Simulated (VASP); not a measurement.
# Pd (P6_3/mmc) in VASP: notebook

Runs on Pd. Level: PBE. Tasks: single point.

Everything below comes from runs of VASP 6.6.1. Logs are shortened: lines on timing, memory, paths and dates and some standing lists are left out, and cuts for length are marked.

## 1. The cell of the first run

It takes space group P6_3/mmc (No. 194, hexagonal). The conventional cell has a = 2.683 Å, b = 2.683 Å, c = 4.469 Å, α = 90.00°, β = 90.00°, γ = 120.00°. Within 3.5 Å of Pd (site symmetry -6m2) lie 12 Pd at 2.68 to 2.72 Å.

## 2. Single point, PBE

Input file INCAR:

```
SYSTEM = Pd
  ALGO = Normal
  EDIFF = 1E-6
  ENCUT = 520
  GGA = PE
  ISIF = 2
  ISMEAR = -1
  LASPH = .TRUE.
  LCHARG = .TRUE.
  LELF = .TRUE.
  LREAL = .FALSE.
  LVHAR = .TRUE.
  LWAVE = .FALSE.
  NBANDS = 17
  NELM = 100
  PREC = Accurate
  SIGMA = 0.08
```

Input file KPOINTS:

```
k-points
0
G
  16 16 9
  0 0 0
```

Input file POSCAR:

```
Pd
1.0
    2.6834202238      0.0000000000      0.0000000000
   -1.3417101119      2.3239100829      0.0000000000
    0.0000000000      0.0000000000      4.4691557912
Pd
2
Direct
    0.3333333333      0.6666666667      0.2500000000
    0.6666666667      0.3333333333      0.7500000000
```

Potentials or basis: VASP PAW PBE potentials, release 64 (Pd).

Command:

```sh
> cat potpaw_PBE.64/Pd/POTCAR > POTCAR
> mpirun -np 1 vasp_std > vasp.out
```

OUTCAR:

```text
SYSTEM = Pd
   EDIFF = 1E-6
   ENCUT = 520
   GGA = PE
   ISIF = 2
   ISMEAR = -1
   LASPH = .TRUE.
   LREAL = .FALSE.
   NELM = 100
   PREC = Accurate

 ion  position               nearest neighbor table
   1  0.333  0.667  0.250-   2 2.72   2 2.72   2 2.72   2 2.72   2 2.72   2 2.72
   2  0.667  0.333  0.750-   1 2.72   1 2.72   1 2.72   1 2.72   1 2.72   1 2.72

  LATTYP: Found a hexagonal cell.
 ALAT       =     2.6834202238
 C/A-ratio  =     1.6654699669

  Lattice vectors:

 A1 = (   2.6834202238,   0.0000000000,   0.0000000000)
 A2 = (  -1.3417101119,   2.3239100829,   0.0000000000)
 A3 = (   0.0000000000,   0.0000000000,   4.4691557912)

Analysis of symmetry for initial positions (statically):
=====================================================================
 Subroutine PRICEL returns:
 Original cell was already a primitive cell.

 Routine SETGRP: Setting up the symmetry group for a
 hexagonal supercell.

 Subroutine GETGRP returns: Found 24 space group operations
 (whereof 12 operations were pure point group operations)
 out of a pool of 24 trial point group operations.

The static configuration has the point symmetry D_3d.
 The point group associated with its full space group is D_6h.

Analysis of symmetry for dynamics (positions and initial velocities):
=====================================================================
 Subroutine PRICEL returns:
 Original cell was already a primitive cell.

 Routine SETGRP: Setting up the symmetry group for a
 hexagonal supercell.

 Subroutine GETGRP returns: Found 24 space group operations
 (whereof 12 operations were pure point group operations)
 out of a pool of 24 trial point group operations.

The dynamic configuration has the point symmetry D_3d.
 The point group associated with its full space group is D_6h.

 Subroutine INISYM returns: Found 24 space group operations
 (whereof 12 operations are pure point group operations),
 and found     1 'primitive' translations

----------------------------------------------------------------------------------------

                                     Primitive cell

  volume of cell :      27.8698

  direct lattice vectors                    reciprocal lattice vectors
     2.683420224  0.000000000  0.000000000     0.372658740  0.215154624  0.000000000
    -1.341710112  2.323910083  0.000000000     0.000000000  0.430309248  0.000000000
     0.000000000  0.000000000  4.469155791     0.000000000  0.000000000  0.223755905

  length of vectors
     2.683420224  2.683420224  4.469155791     0.430309248  0.430309248  0.223755905

  position of ions in fractional coordinates (direct lattice)
     0.333333333  0.666666667  0.250000000
     0.666666667  0.333333333  0.750000000

  ion indices of the primitive-cell ions
   primitive index   ion index
                 1           1
                 2           2

----------------------------------------------------------------------------------------

 KPOINTS: k-points

Automatic generation of k-mesh.
 Grid dimensions read from file:
 generate k-points for:   16   16    9

 Generating k-lattice:

  Cartesian coordinates                     Fractional coordinates (reciprocal lattice)
     0.023291171  0.013447164  0.000000000     0.062500000  0.000000000  0.000000000
     0.000000000  0.026894328  0.000000000     0.000000000  0.062500000  0.000000000
     0.000000000  0.000000000  0.024861767     0.000000000  0.000000000  0.111111111

  Length of vectors
     0.026894328  0.026894328  0.024861767

  Shift w.r.t. Gamma in fractional coordinates (k-lattice)
     0.000000000  0.000000000  0.000000000

 Subroutine IBZKPT returns following result:
 ===========================================

 Found    150 irreducible k-points:

 Following reciprocal coordinates:
            Coordinates               Weight
  0.000000  0.000000  0.000000      1.000000
  0.062500  0.000000  0.000000      6.000000
  0.125000  0.000000  0.000000      6.000000
  0.187500  0.000000  0.000000      6.000000
  0.250000  0.000000  0.000000      6.000000
  0.312500  0.000000  0.000000      6.000000
[... 16 lines left out ...]
  0.187500  0.187500  0.000000      6.000000
  0.250000  0.187500  0.000000     12.000000
 [... further k-points ...]
   k-points           NKPTS =    150   k-points in BZ     NKDIM =    150   number of bands    NBANDS=     17
   number of dos      NEDOS =    301   number of ions     NIONS =      2
   total plane-waves  NPLWV =  14400
   dimension x,y,z NGX =    20 NGY =   20 NGZ =   36
   dimension x,y,z NGXF=    40 NGYF=   40 NGZF=   72
   ions per type =               2
   NGX,Y,Z   is equivalent  to a cutoff of  12.39, 12.39, 13.39 a.u.
   NGXF,Y,Z  is equivalent  to a cutoff of  24.78, 24.78, 26.78 a.u.
 SYSTEM =  Pd
   PREC   = accura    normal or accurate (medium, high low for compatibility)
   ISTART =      0    job   : 0-new  1-cont  2-samecut
   ICHARG =      2    charge: 1-file 2-atom 10-const
   ISPIN  =      1    spin polarized calculation?
   LNONCOLLINEAR =      F non collinear calculations
   LSORBIT =      F    spin-orbit coupling
   LASPH  =      T    aspherical Exc in radial PAW
   ENCUT  =  520.0 eV  38.22 Ry    6.18 a.u.   4.99  4.99  8.31*2*pi/ulx,y,z
   NELM   =    100;   NELMIN=  2; NELMDL= -5     # of ELM steps
   EDIFF  = 0.1E-05   stopping-criterion for ELM
   LREAL  =      F    real-space projection
   EDIFFG = 0.1E-04   stopping-criterion for IOM
   NSW    =      0    number of steps for IOM
   IBRION =     -1    ionic relax: 0-MD 1-quasi-New 2-CG
   NFREE  =      0    steps in history (QN), initial steepest desc. (CG)
   ISIF   =      2    stress and relaxation
   ISYM   =      2    0-nonsym 1-usesym 2-fastsym
   POTIM  = 0.5000    time-step for ionic-motion
   TEBEG  =    0.0;   TEEND  =   0.0 temperature during run
   PSTRESS=    0.0 pullay stress
   NELECT =      20.0000    total number of electrons
   NUPDOWN=      -1.0000    fix difference up-down
   EMIN   =  10.00;   EMAX   =-10.00  energy-range for DOS
   EFERMI =   0.00;   METHOD = LEGACY
   ISMEAR =    -1;   SIGMA  =   0.08  broadening in eV -4-tet -1-fermi 0-gaus
   EFERMI_NEDOS =   21; number of points for ismear=-14 and -15
   IALGO  =     38    algorithm
   IMIX   =      4    mixing-type and parameters
     AMIX     =   0.40;   BMIX     =  1.00
     AMIX_MAG =   1.60;   BMIX_MAG =  1.00
  volume/ion in A,a.u.               =      13.93        94.04
  Fermi-wavevector in a.u.,A,eV,Ry     =   1.465684  2.769741 29.228436  2.148229
  Thomas-Fermi vector in A             =   2.581511
   LORBIT       =      0    0 simple, 1 ext, 2 COOP (PROOUT), +10 PAW based schemes
   GGA     = PE    functional components
   LHFCALC =     F    Hartree Fock is set to
   AEXX    =    0.0000 exact exchange contribution
   IVDW    =     0    specifies the selected vdW correction
   LEPSILON=     F    determine dielectric tensor
   LRPA    =     F    only Hartree local field effects (RPA)
 non-spin polarized calculation
  energy-cutoff  :      520.00
  volume of cell :       27.87
 maximum number of plane-waves:       766
 NGX is ok and might be reduce to    20
   NGX =  9   NGY =  9   NGZ = 17

 number of electron      19.9999997 magnetization

 Free energy of the ion-electron system (eV)
  ---------------------------------------------------
  ext. energy  EPLUGINS =         0.00000000
  ---------------------------------------------------
  free energy    TOTEN  =       -10.24335551 eV

  energy without entropy =      -10.15474926  energy(sigma->0) =      -10.19905239

 E-fermi :  10.7999     XC(G=0): -13.5412

 val. band max:       10.7994066173   @ k =   0.4375   0.0625   0.1111
 cond. band min:      10.8008535482   @ k =   0.4375   0.0000   0.4444
 fundamental gap:      0.0014469309
 Fermi energy:        10.7999164030

 k-point     1 :       0.0000    0.0000    0.0000
  band No.  band energies     occupation
      1       3.1859      2.00000
      2       5.0117      2.00000
      3       7.5457      2.00000
      4       7.7704      2.00000
      5       7.7704      2.00000
      6       8.1633      2.00000
[... 9 lines left out ...]
     16      30.5642      0.00000
     17      33.9642      0.00000

 k-point     2 :       0.0625    0.0000    0.0000
  band No.  band energies     occupation
      1       3.3212      2.00000
      2       5.1110      2.00000
      3       7.4529      2.00000
      4       7.8462      2.00000
      5       7.8649      2.00000
      6       8.1150      2.00000
[... 9 lines left out ...]
     16      30.5731      0.00000
     17      33.0652      0.00000

 k-point     3 :       0.1250    0.0000    0.0000
  band No.  band energies     occupation
      1       3.7105      2.00000
      2       5.3756      2.00000
      3       7.2514      2.00000
      4       7.9117      2.00000
      5       8.1237      2.00000
      6       8.1413      2.00000
[... 9 lines left out ...]
     16      30.2494      0.00000
     17      31.4281      0.00000

 k-point     4 :       0.1875    0.0000    0.0000
  band No.  band energies     occupation
      1       4.2934      2.00000
      2       5.6742      2.00000
      3       7.0840      2.00000
      4       7.6502      2.00000
      5       7.7693      2.00000
      6       8.4726      2.00000
[... 9 lines left out ...]
     16      30.2564      0.00000
     17      30.3016      0.00000
[... 343 lines left out ...]
      1       5.4246      2.00000
      2       5.6639      2.00000
      3       5.9033      2.00000
      4       7.6469      2.00000
      5       7.9492      2.00000
      6       8.2847      2.00000
[... 9 lines left out ...]
     16      24.7619      0.00000
     17      25.1320      0.00000

 k-point    23 :       0.1875    0.1875    0.0000
  band No.  band energies     occupation
      1       5.8606      2.00000
      2       6.3026      2.00000
      3       6.4245      2.00000
      4       6.5130      2.00000
      5       7.6405      2.00000
      6       7.9038      2.00000
[... 9 lines left out ...]
     16      27.9883      0.00000
     17      30.0017      0.00000

 k-point    24 :       0.2500    0.1875    0.0000
  band No.  band energies     occupation
      1       6.0825      2.00000
      2       6.0881      2.00000
      3       6.2065      2.00000
      4       6.9203      2.00000
      5       7.5146      2.00000
      6       8.1256      2.00000
[... 9 lines left out ...]
     16      27.2275      0.00000
     17      28.8243      0.00000

 [... further k-points ...]
[... 5 lines left out ...]
  --------------------------------------------------------------------------------------
  -------------------------------------------------------------------------------------
  Total        3.7547384      3.7547384      3.7383346     -0.0000000      0.0000000      0.0000000
  in kB      215.8523386    215.8523386    214.9093175     -0.0000000      0.0000000      0.0000000
  external PRESSURE =     215.5379983 kB  Pullay stress =       0.0000000 kB

 VOLUME and BASIS-vectors are now :
 -----------------------------------------------------------------------------
  energy-cutoff  :      520.00
  volume of cell :       27.87
      direct lattice vectors                 reciprocal lattice vectors
     2.683420224  0.000000000  0.000000000     0.372658740  0.215154624  0.000000000
    -1.341710112  2.323910083  0.000000000     0.000000000  0.430309248  0.000000000
     0.000000000  0.000000000  4.469155791     0.000000000  0.000000000  0.223755905

 POSITION                                       TOTAL-FORCE (eV/Angst)
 -----------------------------------------------------------------------------------
     -0.00000      1.54927      1.11729         0.000000     -0.000000      0.000000
      1.34171      0.77464      3.35187        -0.000000      0.000000      0.000000
 -----------------------------------------------------------------------------------
    total drift:                               -0.000000      0.000000     -0.000000

  FREE ENERGIE OF THE ION-ELECTRON SYSTEM (eV)
  ---------------------------------------------------
  free  energy   TOTEN  =       -10.2433555109 eV

  energy  without entropy=      -10.1547492629  energy(sigma->0) =      -10.19905239
```

Run time: 69 s. Hardware: 1 thread of Intel Xeon Platinum 8259CL at 2.50GHz (Skylake/Cascade Lake), shared host; peak memory 0.18 GiB.

Results:

* Free energy: -10.2434 eV
* Pressure: 21.6 GPa
* Band gap on the k mesh: zero (band 10 reaches 11.03 eV, above the bottom of band 11 at 10.11 eV)

Stress tensor (GPa, compression positive):
```
21.59  0.00  0.00
 0.00 21.59  0.00
 0.00  0.00 21.49
```

Levels at points of the mesh, in eV from the Fermi level:
| k point | band 8 | band 9 | band 10 | band 11 | band 12 | band 13 |
| --- | --- | --- | --- | --- | --- | --- |
| (0.00, 0.00, 0.00) | -1.86 | -1.86 | -0.28 | -0.28 | 0.69 | 7.46 |
| (0.50, 0.00, 0.00) | 0.01 | 0.02 | 0.23 | 2.70 | 4.81 | 10.09 |

(Continued in part 2 of 2.)
